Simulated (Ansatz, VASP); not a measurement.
# BaZrO3: VASP beside Ansatz

INCAR

```
SYSTEM = BaZrO3
  PREC = Accurate
  ENCUT = 520
  EDIFF = 1E-6
  ISMEAR = 0
  SIGMA = 0.01
  LREAL = .FALSE.
  LASPH = .TRUE.
  NELM = 100
  ALGO = Normal
  ISIF = 2
  LWAVE = .FALSE.
  LCHARG = .FALSE.
  GGA = PS
  NBANDS = 28
```

File KPOINTS:

```
regular mesh
0
G
  4 4 4
  0 0 0
```

The input POSCAR:

```
BaZrO3
1.0
    4.3266369391      0.0000000000      0.0000000000
    0.0000000000      4.3266369391      0.0000000000
    0.0000000000      0.0000000000      4.3266369391
Ba Zr O
1 1 3
Direct
    0.0000000000      0.0000000000      0.0000000000
    0.5000000000      0.5000000000      0.5000000000
    0.0000000000      0.5000000000      0.5000000000
    0.5000000000      0.0000000000      0.5000000000
    0.5000000000      0.5000000000      0.0000000000
```

Input for Ansatz:

```yaml
crystal:
  lattice:
    - [4.326636939116891, 0.0, 0.0]
    - [0.0, 4.326636939116891, 0.0]
    - [0.0, 0.0, 4.326636939116891]
  atoms:
    - { symbol: Ba, position: [0.0, 0.0, 0.0] }
    - { symbol: Zr, position: [0.5, 0.5, 0.5] }
    - { symbol: O, position: [0.0, 0.5, 0.5] }
    - { symbol: O, position: [0.5, 0.0, 0.5] }
    - { symbol: O, position: [0.5, 0.5, 0.0] }
basis:
  ecutwfc: 500.0
kpoints:
  mp_grid:
    grid: [4, 4, 4]
hamiltonian:
  xc: pbesol
scf:
  occupations:
    method: fixed
output:
  stress: true
```

Alike in both runs: task single point; functional PBEsol; k mesh 4 × 4 × 4; no spin polarisation.

|  | VASP | Ansatz |
| --- | --- | --- |
| version | VASP 6.6.1 | Ansatz 0.2.0 |
| potentials or method | VASP PAW PBE potentials, release 64 (Ba_sv, Zr_sv, O), cutoff 520 eV | plane waves, PAW |
| occupations | gaussian, width 0.01 eV | fixed |
| valence electrons in the cell | 40 | 40 |

VASP gave:

```
pressure (GPa) : -12.6
```

**Question.** Estimate Ansatz's values.

**Answer.** Pressure (GPa): -13.3.

VASP's potentials were made for PBE, not for PBEsol.

Neither program's run includes spin-orbit coupling.
